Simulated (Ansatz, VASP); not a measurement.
BaZrO3: VASP beside Ansatz

```
Ba Zr O
1.0
     4.18150    0.00000    0.00000
     0.00000    4.18150    0.00000
     0.00000    0.00000    4.18150
Ba Zr O
1 1 3
Direct
  0.50000 0.45217 0.50000
  0.00000 0.00000 0.00000
  0.50000 0.00000 0.00000
  0.00000 0.50000 0.00000
  0.00000 0.00000 0.50000
```

Alike in both runs: task single point; functional PBE; k mesh 6 × 6 × 6; occupations gaussian, width 0.05 eV; no spin polarisation.

```csv
,VASP,Ansatz
version,VASP 6.6.1,Ansatz 0.2.0
potentials or method,"VASP PAW PBE potentials, release 64 (Ba_sv, Zr_sv, O), cutoff 600 eV","scalar-relativistic, plane waves, PAW"
valence electrons in the cell,40,40
```

Ansatz gave:

```
gap on the k mesh at the Fermi level (eV)                     : 3.20
least direct gap on the mesh (eV)                             : 3.39
pressure (GPa)                                                : 6.0
traceless stress, the component that is largest in VASP (GPa) : -0.23
rms of the force components (eV/Å)                            : 0.273
```

Problem. Which values does VASP return?

Solution. gap on the k mesh at the Fermi level (eV): 3.16; least direct gap on the mesh (eV): 3.37; pressure (GPa): 7.0; traceless stress, the component that is largest in VASP (GPa): -0.23; rms of the force components (eV/Å): 0.291.

Atom by atom the forces differ by 0.029 eV/Å (rms over components).

Neither program's run includes spin-orbit coupling.
